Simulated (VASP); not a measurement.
# CsPbBr3 (Pm-3m) in VASP: notebook

CsPbBr3 is run at these levels: LDA, PBEsol; tasks: relaxation of cell and atoms, single point.

Program: VASP 6.6.1. These are calculated values, not measurements. Logs are shortened: lines on timing, memory, paths and dates and some standing lists are left out, and cuts for length are marked.

### 1 The cell of the first run

The structure is cubic, space group Pm-3m (No. 221). The conventional cell has a = 5.870 Å, b = 5.870 Å, c = 5.870 Å, α = 90.00°, β = 90.00°, γ = 90.00°. Pb (site symmetry m-3m) has 6 Br at 2.94 Å within 3.9 Å. Cs (site symmetry m-3m) has 12 Br at 4.15 Å and 8 Pb at 5.08 Å within 5.4 Å. Br (site symmetry 4/mmm) has 2 Pb at 2.94 Å within 3.9 Å.

### 2 Relaxation of cell and atoms, LDA

Input file INCAR:

```
SYSTEM = CsPbBr3
PREC = Accurate
ENCUT = 600
EDIFF = 1E-6
ISMEAR = -1
SIGMA = 0.05
LREAL = .FALSE.
LASPH = .TRUE.
NELM = 80
ALGO = Normal
ISIF = 3
LWAVE = .FALSE.
LCHARG = .FALSE.
GGA = CA
IBRION = 2
NSW = 60
EDIFFG = -0.01
```

Input file KPOINTS:

```
regular mesh
0
G
  5 5 5
  0 0 0
```

Input file POSCAR:

```
CsPbBr3
1.0
    5.8700000000      0.0000000000      0.0000000000
    0.0000000000      5.8700000000      0.0000000000
    0.0000000000      0.0000000000      5.8700000000
Pb Cs Br
1 1 3
Direct
    0.5000000000      0.5000000000      0.5000000000
    0.0000000000      0.0000000000      0.0000000000
    0.5000000000      0.5000000000      0.0000000000
    0.5000000000      0.0000000000      0.5000000000
    0.0000000000      0.5000000000      0.5000000000
```

Potentials or basis: VASP PAW LDA potentials, release 64 (Pb_d, Cs_sv, Br).

Command:

```console
> cat potpaw_LDA.64/Pb_d/POTCAR potpaw_LDA.64/Cs_sv/POTCAR potpaw_LDA.64/Br/POTCAR > POTCAR
> mpirun -np 1 vasp_std > vasp.out
```

OUTCAR:

```text
SYSTEM = CsPbBr3
   PREC = Accurate
   ENCUT = 600
   EDIFF = 1E-6
   ISMEAR = -1
   LREAL = .FALSE.
   LASPH = .TRUE.
   NELM = 80
   ISIF = 3
   GGA = CA
   IBRION = 2
   NSW = 60
   EDIFFG = -0.01

 ion  position               nearest neighbor table
   1  0.500  0.500  0.500-   3 2.94   4 2.94   5 2.94   3 2.94   4 2.94   5 2.94
   2  0.000  0.000  0.000-
   3  0.500  0.500  0.000-   1 2.94   1 2.94
   4  0.500  0.000  0.500-   1 2.94   1 2.94
   5  0.000  0.500  0.500-   1 2.94   1 2.94

  LATTYP: Found a simple cubic cell.
 ALAT       =     5.8700000000

  Lattice vectors:

 A1 = (   5.8700000000,   0.0000000000,   0.0000000000)
 A2 = (   0.0000000000,   5.8700000000,   0.0000000000)
 A3 = (   0.0000000000,   0.0000000000,   5.8700000000)

Analysis of symmetry for initial positions (statically):
=====================================================================
 Subroutine PRICEL returns:
 Original cell was already a primitive cell.

 Routine SETGRP: Setting up the symmetry group for a
 simple cubic supercell.

 Subroutine GETGRP returns: Found 48 space group operations
 (whereof 48 operations were pure point group operations)
 out of a pool of 48 trial point group operations.

The static configuration has the point symmetry O_h .

Analysis of symmetry for dynamics (positions and initial velocities):
=====================================================================
 Subroutine PRICEL returns:
 Original cell was already a primitive cell.

 Routine SETGRP: Setting up the symmetry group for a
 simple cubic supercell.

 Subroutine GETGRP returns: Found 48 space group operations
 (whereof 48 operations were pure point group operations)
 out of a pool of 48 trial point group operations.

The dynamic configuration has the point symmetry O_h .

 Subroutine INISYM returns: Found 48 space group operations
 (whereof 48 operations are pure point group operations),
 and found     1 'primitive' translations

----------------------------------------------------------------------------------------

                                     Primitive cell

  volume of cell :     202.2620

  direct lattice vectors                    reciprocal lattice vectors
     5.870000000  0.000000000  0.000000000     0.170357751  0.000000000  0.000000000
     0.000000000  5.870000000  0.000000000     0.000000000  0.170357751  0.000000000
     0.000000000  0.000000000  5.870000000     0.000000000  0.000000000  0.170357751

  length of vectors
     5.870000000  5.870000000  5.870000000     0.170357751  0.170357751  0.170357751

  position of ions in fractional coordinates (direct lattice)
     0.500000000  0.500000000  0.500000000
     0.000000000  0.000000000  0.000000000
     0.500000000  0.500000000  0.000000000
     0.500000000  0.000000000  0.500000000
     0.000000000  0.500000000  0.500000000

  ion indices of the primitive-cell ions
   primitive index   ion index
                 1           1
                 2           2
                 3           3
                 4           4
                 5           5

----------------------------------------------------------------------------------------

 KPOINTS: regular mesh

Automatic generation of k-mesh.
 Grid dimensions read from file:
 generate k-points for:    5    5    5

 Generating k-lattice:

  Cartesian coordinates                     Fractional coordinates (reciprocal lattice)
     0.034071550  0.000000000  0.000000000     0.200000000  0.000000000  0.000000000
     0.000000000  0.034071550  0.000000000     0.000000000  0.200000000  0.000000000
     0.000000000  0.000000000  0.034071550     0.000000000  0.000000000  0.200000000

  Length of vectors
     0.034071550  0.034071550  0.034071550

  Shift w.r.t. Gamma in fractional coordinates (k-lattice)
     0.000000000  0.000000000  0.000000000

 Subroutine IBZKPT returns following result:
 ===========================================

 Found     10 irreducible k-points:

 Following reciprocal coordinates:
            Coordinates               Weight
  0.000000  0.000000  0.000000      1.000000
  0.200000  0.000000  0.000000      6.000000
  0.400000  0.000000  0.000000      6.000000
  0.200000  0.200000  0.000000     12.000000
  0.400000  0.200000  0.000000     24.000000
  0.400000  0.400000  0.000000     12.000000
  0.200000  0.200000  0.200000      8.000000
  0.400000  0.200000  0.200000     24.000000
  0.400000  0.400000  0.200000     24.000000
  0.400000  0.400000  0.400000      8.000000
   k-points           NKPTS =     10   k-points in BZ     NKDIM =     10   number of bands    NBANDS=     26
   number of dos      NEDOS =    301   number of ions     NIONS =      5
   total plane-waves  NPLWV = 110592
   dimension x,y,z NGX =    48 NGY =   48 NGZ =   48
   dimension x,y,z NGXF=    96 NGYF=   96 NGZF=   96
   ions per type =               1   1   3
   NGX,Y,Z   is equivalent  to a cutoff of  13.59, 13.59, 13.59 a.u.
   NGXF,Y,Z  is equivalent  to a cutoff of  27.19, 27.19, 27.19 a.u.
 SYSTEM =  CsPbBr3
   PREC   = accura    normal or accurate (medium, high low for compatibility)
   ISTART =      0    job   : 0-new  1-cont  2-samecut
   ICHARG =      2    charge: 1-file 2-atom 10-const
   ISPIN  =      1    spin polarized calculation?
   LNONCOLLINEAR =      F non collinear calculations
   LSORBIT =      F    spin-orbit coupling
   LASPH  =      T    aspherical Exc in radial PAW
   ENCUT  =  600.0 eV  44.10 Ry    6.64 a.u.  11.72 11.72 11.72*2*pi/ulx,y,z
   NELM   =     80;   NELMIN=  2; NELMDL= -5     # of ELM steps
   EDIFF  = 0.1E-05   stopping-criterion for ELM
   LREAL  =      F    real-space projection
   EDIFFG = -.1E-01   stopping-criterion for IOM
   NSW    =     60    number of steps for IOM
   IBRION =      2    ionic relax: 0-MD 1-quasi-New 2-CG
   NFREE  =      1    steps in history (QN), initial steepest desc. (CG)
   ISIF   =      3    stress and relaxation
   ISYM   =      2    0-nonsym 1-usesym 2-fastsym
   POTIM  = 0.5000    time-step for ionic-motion
   TEBEG  =    0.0;   TEEND  =   0.0 temperature during run
   PSTRESS=    0.0 pullay stress
   NELECT =      44.0000    total number of electrons
   NUPDOWN=      -1.0000    fix difference up-down
   EMIN   =  10.00;   EMAX   =-10.00  energy-range for DOS
   EFERMI =   0.00;   METHOD = LEGACY
   ISMEAR =    -1;   SIGMA  =   0.05  broadening in eV -4-tet -1-fermi 0-gaus
   EFERMI_NEDOS =   21; number of points for ismear=-14 and -15
   IALGO  =     38    algorithm
   IMIX   =      4    mixing-type and parameters
     AMIX     =   0.40;   BMIX     =  1.00
     AMIX_MAG =   1.60;   BMIX_MAG =  1.00
  volume/ion in A,a.u.               =      40.45       272.99
  Fermi-wavevector in a.u.,A,eV,Ry     =   0.984587  1.860600 13.189657  0.969412
  Thomas-Fermi vector in A             =   2.115831
   LORBIT       =      0    0 simple, 1 ext, 2 COOP (PROOUT), +10 PAW based schemes
   GGA     = CA    functional components
   LHFCALC =     F    Hartree Fock is set to
   AEXX    =    0.0000 exact exchange contribution
   IVDW    =     0    specifies the selected vdW correction
   LEPSILON=     F    determine dielectric tensor
   LRPA    =     F    only Hartree local field effects (RPA)
 conjugate gradient relaxation of ions
 non-spin polarized calculation
  energy-cutoff  :      600.00
  volume of cell :      202.26
 maximum number of plane-waves:      6767
 NGX is ok and might be reduce to    48
   NGX = 23   NGY = 23   NGZ = 23

--------------------------------------- Ionic step        1  -------------------------------------------

 number of electron      44.0000000 magnetization

 Free energy of the ion-electron system (eV)
  ---------------------------------------------------
  ext. energy  EPLUGINS =         0.00000000
  ---------------------------------------------------
  free energy    TOTEN  =       -17.82623581 eV

  energy without entropy =      -17.82623581  energy(sigma->0) =      -17.82623581

------------------------ aborting loop because EDIFF is reached ----------------------------------------

  FORCE on cell =-STRESS in cart. coord.  units (eV):
  Direction    XX          YY          ZZ          XY          YZ          ZX
  --------------------------------------------------------------------------------------
  -------------------------------------------------------------------------------------
  Total       -1.4773060     -1.4773060     -1.4773060      0.0000000      0.0000000     -0.0000000
  in kB      -11.7021788    -11.7021788    -11.7021788      0.0000000      0.0000000     -0.0000000
  external PRESSURE =     -11.7021788 kB  Pullay stress =       0.0000000 kB

 VOLUME and BASIS-vectors are now :
 -----------------------------------------------------------------------------
  energy-cutoff  :      600.00
  volume of cell :      202.26
      direct lattice vectors                 reciprocal lattice vectors
     5.870000000  0.000000000  0.000000000     0.170357751  0.000000000  0.000000000
     0.000000000  5.870000000  0.000000000     0.000000000  0.170357751  0.000000000
     0.000000000  0.000000000  5.870000000     0.000000000  0.000000000  0.170357751
[... 40 lines left out ...]
 POSITION                                       TOTAL-FORCE (eV/Angst)
 -----------------------------------------------------------------------------------
      2.89317      2.89317      2.89317         0.000000      0.000000      0.000000
      0.00000      0.00000      0.00000         0.000000      0.000000      0.000000
      2.89317      2.89317     -0.00000         0.000000      0.000000      0.000000
      2.89317     -0.00000      2.89317         0.000000      0.000000      0.000000
      0.00000      2.89317      2.89317         0.000000      0.000000      0.000000
 -----------------------------------------------------------------------------------
    total drift:                                0.000000     -0.000000     -0.000000

  FREE ENERGIE OF THE ION-ELECTRON SYSTEM (eV)
  ---------------------------------------------------
  free  energy   TOTEN  =       -17.8644452627 eV

  energy  without entropy=      -17.8644452627  energy(sigma->0) =      -17.86444526

--------------------------------------- Ionic step        3  -------------------------------------------

 number of electron      44.0000013 magnetization

 Free energy of the ion-electron system (eV)
  ---------------------------------------------------
  ext. energy  EPLUGINS =         0.00000000
  ---------------------------------------------------
  free energy    TOTEN  =       -17.86571525 eV

  energy without entropy =      -17.86571525  energy(sigma->0) =      -17.86571525

 E-fermi :   2.1170     XC(G=0):  -8.2724

 val. band max:        1.0150520313   @ k =   0.4000   0.4000   0.4000
 cond. band min:       3.4552931824   @ k =   0.4000   0.4000   0.4000
 fundamental gap:      2.4402411510
 Fermi energy:         2.1169945109

 k-point     1 :       0.0000    0.0000    0.0000
  band No.  band energies     occupation
      1     -19.8543      2.00000
      2     -15.3035      2.00000
      3     -15.3035      2.00000
      4     -15.0683      2.00000
      5     -15.0683      2.00000
      6     -15.0683      2.00000
[... 18 lines left out ...]
     25       5.2633      0.00000
     26       6.0976      0.00000
[... 281 lines left out ...]
 POSITION                                       TOTAL-FORCE (eV/Angst)
 -----------------------------------------------------------------------------------
      2.88483      2.88483      2.88483         0.000000      0.000000      0.000000
      0.00000      0.00000      0.00000         0.000000      0.000000      0.000000
      2.88483      2.88483     -0.00000         0.000000      0.000000      0.000000
      2.88483     -0.00000      2.88483         0.000000      0.000000      0.000000
      0.00000      2.88483      2.88483         0.000000      0.000000      0.000000
 -----------------------------------------------------------------------------------
    total drift:                                0.000000     -0.000000     -0.000000

  FREE ENERGIE OF THE ION-ELECTRON SYSTEM (eV)
  ---------------------------------------------------
  free  energy   TOTEN  =       -17.8657152520 eV

  energy  without entropy=      -17.8657152520  energy(sigma->0) =      -17.86571525

 reached required accuracy - stopping structural energy minimisation
```

Run time: 1.9 min. Hardware: 1 thread of Intel Xeon Platinum 8259CL at 2.50GHz (Skylake/Cascade Lake), shared host; peak memory 0.31 GiB.

Results:

```yaml
Free_energy: -17.8657 eV
Relaxed_volume: 38.41 Å³/atom
Relaxed_cell: a = 5.770 Å, b = 5.770 Å, c = 5.770 Å, α = 90.00°, β = 90.00°, γ = 90.00°
Space_group_after_relaxing_to_0.1_Å: Pm-3m (No. 221)
Energy_gained_by_relaxing: 7.9 meV/atom
Ionic_steps: 3
Pressure_after_relaxing: 0.0 GPa
Band_gap_on_the_k_mesh: 2.44 eV
```

Step by step:
```tsv
step	energy change (eV)	largest force (eV/Å)	pressure (GPa)	volume (Å³)
1	0.0000	0.0000	-1.17	202.26
2	-0.0382	0.0000	-0.22	193.74
3	-0.0395	0.0000	-0.02	192.07
```

Final structure:
```xyz
5
Lattice="5.7697 0.0000 0.0000 0.0000 5.7697 0.0000 0.0000 0.0000 5.7697" Properties=species:S:1:pos:R:3 pbc="T T T"
Pb    2.8848    2.8848    2.8848
Cs    0.0000    0.0000    0.0000
Br    2.8848    2.8848    0.0000
Br    2.8848    0.0000    2.8848
Br    0.0000    2.8848    2.8848
```

Levels at points of the mesh, in eV from the valence-band top:
| k point | band 19 | band 20 | band 21 | band 22 | band 23 | band 24 | band 25 | band 26 |
| --- | --- | --- | --- | --- | --- | --- | --- | --- |
| (0.00, 0.00, 0.00) | -1.77 | -1.62 | -1.62 | -1.62 | 3.17 | 4.25 | 4.25 | 5.08 |

Caveat: spin-orbit coupling is left out, which moves the levels of the heavy elements; an odd mesh through Γ misses points on the zone boundary, where band edges can lie. Zero-point motion and thermal expansion aren't in these numbers.

### 3 Single point, PBEsol

Input file INCAR:

```
SYSTEM = CsPbBr3
  PREC = Accurate
  ENCUT = 520
  EDIFF = 1E-6
  ISMEAR = -1
  SIGMA = 0.05
  LREAL = .FALSE.
  LASPH = .TRUE.
  NELM = 100
  ALGO = Normal
  ISIF = 2
  LWAVE = .FALSE.
  LCHARG = .FALSE.
  GGA = PS
  NBANDS = 30
```

Input file KPOINTS:

```
Automatic mesh
0
G
  4 4 4
  0 0 0
```

POSCAR is that of step 2.

Potentials or basis: VASP PAW PBE potentials, release 64 (Pb_d, Cs_sv, Br).

Command:

```console
> cat potpaw_PBE.64/Pb_d/POTCAR potpaw_PBE.64/Cs_sv/POTCAR potpaw_PBE.64/Br/POTCAR > POTCAR
> mpirun -np 1 vasp_std > vasp.out
```

Wall time 38 s (1 thread of Intel Xeon Platinum 8488C (Sapphire Rapids), shared host); peak memory 0.34 GiB.

Results (log left out):

| Item | Value |
| --- | --- |
| Free energy | -16.7739 eV |
| Pressure | 0.1 GPa |
| Band gap on the k mesh | 1.42 eV |

Levels at points of the mesh, in eV from the valence-band top:
| k point | band 20 | band 21 | band 22 | band 23 | band 24 | band 25 |
| --- | --- | --- | --- | --- | --- | --- |
| (0.00, 0.00, 0.00) | -2.05 | -2.05 | -2.05 | 2.88 | 4.02 | 4.02 |
| (0.50, 0.00, 0.00) | -2.16 | -2.16 | -1.44 | 2.49 | 4.36 | 4.94 |
| (0.50, 0.50, 0.00) | -2.28 | -1.69 | -0.71 | 1.99 | 1.99 | 4.80 |
| (0.50, 0.50, 0.50) | -1.67 | -1.67 | 0.00 | 1.42 | 1.42 | 1.42 |

Caveat: the PAW data sets were made with another functional, which shifts forces and pressure a little; spin-orbit coupling is left out, which moves the levels of the heavy elements. As with any semilocal functional, this PBEsol gap is likely too small.

### 4 Single point, PBEsol, non-collinear spin, zero start, spin-orbit coupling

Input file INCAR:

```
SYSTEM = CsPbBr3
ALGO = Normal ; EDIFF = 1E-6
ENCUT = 520 ; GGA = PS
GGA_COMPAT = .FALSE. ; ISIF = 2
ISMEAR = -1 ; LASPH = .TRUE.
LCHARG = .FALSE. ; LORBIT = 11
LORBMOM = .TRUE. ; LREAL = .FALSE.
LSORBIT = .TRUE. ; LWAVE = .FALSE.
MAGMOM = 0 0 0 0 0 0 0 0 0 0 0 0 0 0 0 ; NBANDS = 59
NELM = 150 ; PREC = Accurate
SIGMA = 0.05
```

Input file KPOINTS:

```
k-points
0
G
  4 4 4
  0 0 0
```

POSCAR is that of step 3.

Command:

```console
> cat potpaw_PBE.64/Pb_d/POTCAR potpaw_PBE.64/Cs_sv/POTCAR potpaw_PBE.64/Br/POTCAR > POTCAR
> mpirun -np 1 vasp_ncl > vasp.out
```

It took 3.2 min on 1 thread of Intel Xeon Platinum 8488C (Sapphire Rapids), shared host; peak memory 0.84 GiB.

It converged, with:

| Item | Value |
| --- | --- |
| Free energy | -17.3913 eV |
| Pressure | 0.1 GPa |
| Net moment | 0.00 μB per cell |
| Valence electrons inside the program's atomic spheres | Pb 11.84; Cs 6.55; Br 4.84 |

Moments on the atoms (μB; x, y, z):
```
Pb  0.00 0.00 0.00
Cs  0.00 0.00 0.00
Br  0.00 0.00 0.00
Br  0.00 0.00 0.00
Br  0.00 0.00 0.00
```

Caveat: the PAW data sets were made with another functional, which shifts forces and pressure a little.

(Continued in part 2 of 2.)
